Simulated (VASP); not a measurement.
Write the native input for VASP 6.6.1 that does the following.

- Task: single point
- Functional: r2SCAN
- Potentials or basis: VASP PAW PBE potentials, release 64 (As)
- Cutoff: 520 eV
- k mesh: 6 × 6 × 4
- Occupations: gaussian, width 0.1 eV
- Spin: no spin polarisation
- Dipole correction: no
- Further INCAR settings: ALGO = Normal; EDIFF = 1e-06; NBANDS = 14

As:

```
CELL_PARAMETERS angstrom
3.84947 0.00000 0.00000
-1.92474 3.33374 0.00000
0.00000 0.00000 4.64150
ATOMIC_POSITIONS crystal
As 0.33333 0.00000 0.33333
As 0.00000 0.33333 0.66667
As 0.66667 0.66667 0.00000
```

One way to write it, as run:

POSCAR

```
As
1.0
    3.8494747638      0.0000000001      0.0000000000
   -1.9247373820      3.3337429367      0.0000000000
    0.0000000000      0.0000000000      4.6415002645
As
3
Direct
    0.3333282067      0.0000000000      0.3333333333
    0.0000000000      0.3333282067      0.6666666667
    0.6666717933      0.6666717933      0.0000000000
```

INCAR.step1

```
SYSTEM = As
PREC = Accurate
ENCUT = 520
ISMEAR = 0
SIGMA = 0.1
LREAL = .FALSE.
LASPH = .TRUE.
NELM = 100
NBANDS = 14
GGA = PE
ALGO = Normal
EDIFF = 1E-4
LWAVE = .TRUE.
LCHARG = .FALSE.
```

INCAR.step2

```
SYSTEM = As
PREC = Accurate
ENCUT = 520
EDIFF = 1E-6
ISMEAR = 0
SIGMA = 0.1
LREAL = .FALSE.
LASPH = .TRUE.
NELM = 100
ALGO = Normal
ISIF = 2
LWAVE = .FALSE.
LCHARG = .FALSE.
METAGGA = R2SCAN
LMIXTAU = .TRUE.
NBANDS = 14
ISTART = 1
```

KPOINTS

```
regular mesh
0
G
  6 6 4
  0 0 0
```

Potentials or basis: VASP PAW PBE potentials, release 64 (As).

The run is started by

```sh
$ cat potpaw_PBE.64/As/POTCAR > POTCAR
$ cp INCAR.step1 INCAR
$ mpirun -np 1 vasp_std > vasp.out
$ cp INCAR.step2 INCAR
$ mpirun -np 1 vasp_std > vasp.out
```

It gave:

```yaml
Pressure: 0.0 GPa
```

Caveat: the PAW data sets were made with another functional, which shifts forces and pressure a little.

Run time: 38 s on 1 thread of Intel(R) Xeon(R) 6975P-C (Granite Rapids), with other jobs on the host, peak memory 0.18 GiB.
